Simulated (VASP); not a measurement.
Wanted: the native input for a VASP 6.6.1 run.

```yaml
Task: single point
Functional: LDA
Potentials_or_basis: VASP PAW LDA potentials, release 64 (Cd, S)
Cutoff: 500 eV
k_mesh: 8 × 8 × 8
Occupations: gaussian, width 0.02 eV
Spin: no spin polarisation
Dipole_correction: no
Further_INCAR_settings: ALGO = Normal; EDIFF = 1e-06; NBANDS = 16
```

The structure of CdS (l.bB) lies in POSCAR:

```
CdS
1.0
    0.0000000000      2.8782481810      2.8782481810
    2.8782481810      0.0000000000      2.8782481810
    2.8782481810      2.8782481810      0.0000000000
Cd S
1 1
Direct
    0.0000000000      0.0000000000      0.0000000000
    0.2500000000      0.2500000000      0.2500000000
```

One way to write it, as run:

INCAR

```
PREC = Accurate
ENCUT = 500
EDIFF = 1E-6
ISMEAR = 0
SIGMA = 0.02
LREAL = F
LASPH = T
NELM = 120
ALGO = Normal
ISIF = 2
LWAVE = F
LCHARG = F
NBANDS = 16
GGA_COMPAT = F
```

KPOINTS

```
Automatic mesh
0
Gamma
  8 8 8
```

Potentials or basis: VASP PAW LDA potentials, release 64 (Cd, S).

The run is started by

```sh
$ cat potpaw_LDA.64/Cd/POTCAR potpaw_LDA.64/S/POTCAR > POTCAR
$ mpirun -np 1 vasp_std > vasp.out
```

Results of the run:

```yaml
Pressure: 0.6 GPa
Band_gap_on_the_k_mesh: 0.98 eV, direct
```

Run time: 24 s on 1 thread of AMD EPYC 9R45 (Zen 5) (shared host), peak memory 0.12 GiB.
